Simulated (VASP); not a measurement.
Write the native input for VASP 6.6.1 that does the following.

```yaml
Task: single point
Functional: LDA
Potentials_or_basis: VASP PAW LDA potentials, release 64 (Si)
Cutoff: 520 eV
k_mesh: 15 × 15 × 15
Occupations: fermi-dirac, width 0.05 eV
Spin: no spin polarisation
Dipole_correction: no
Further_INCAR_settings: ALGO = Normal; EDIFF = 1e-06; NBANDS = 11
```

The structure of Si lies in POSCAR:

```
Si
1.0
    0.0000000000      2.7016643793      2.7016643793
    2.7016643793      0.0000000000      2.7016643793
    2.7016643793      2.7016643793      0.0000000000
Si
2
Direct
    0.5000000000      0.5000000000      0.5000000000
    0.7500000000      0.7500000000      0.7500000000
```

These files were run (other wordings do the same):

INCAR

```
ALGO = Normal ; EDIFF = 1E-6
ENCUT = 520 ; ISIF = 2
ISMEAR = -1 ; LASPH = True
LCHARG = False ; LREAL = False
LWAVE = False ; NBANDS = 11
NELM = 80 ; PREC = Accurate
SIGMA = 0.05
```

KPOINTS

```
k-points
0
Gamma
  15 15 15
```

Potentials or basis: VASP PAW LDA potentials, release 64 (Si).

The run is started by

```console
$ cat potpaw_LDA.64/Si/POTCAR > POTCAR
$ mpirun -np 1 vasp_std > vasp.out
```

It gave:

```yaml
Pressure: 0.0 GPa
Band_gap_on_the_k_mesh: 0.45 eV, indirect (least direct gap 2.53 eV)
```

Run time: 33 s on 1 thread of Intel(R) Xeon(R) Platinum 8375C CPU @ 2.90GHz (Ice Lake), with other jobs on the host, peak memory 0.16 GiB.
